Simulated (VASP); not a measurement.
A run of VASP 6.6.1:

The input INCAR:

```
SYSTEM = GaN
ALGO = Normal
EDIFF = 1E-6
ENCUT = 600
GGA = PE
GGA_COMPAT = .FALSE.
ISIF = 2
ISMEAR = 0
LASPH = .TRUE.
LCHARG = .FALSE.
LREAL = .FALSE.
LWAVE = .FALSE.
NBANDS = 26
NELM = 120
PREC = Accurate
SIGMA = 0.01
```

KPOINTS

```
k-points
0
G
  6 6 4
  0 0 0
```

POSCAR

```
GaN
1.0
    3.1900000000      0.0000000000      0.0000000000
   -1.5950000000      2.7626210381      0.0000000000
    0.0000000000      0.0000000000      5.1860000000
Ga N
2 2
Direct
    0.3333333333      0.6666666667      0.0000000000
    0.6666666667      0.3333333333      0.5000000000
    0.3333333333      0.6666666667      0.3789000000
    0.6666666667      0.3333333333      0.8789000000
```

Potentials or basis: VASP PAW PBE potentials, release 64 (Ga_d, N).

Run with:

```sh
$ cat potpaw_PBE.64/Ga_d/POTCAR potpaw_PBE.64/N/POTCAR > POTCAR
$ mpirun -np 1 vasp_std > vasp.out
```

Hardware: 1 thread of Intel Xeon 8259CL (shared host).

Estimate the wall time of this run.

Run time: 61 s on 1 thread of Intel Xeon 8259CL, on a shared host, peak memory 0.19 GiB. Counts: scf iterations 15, k points 21.
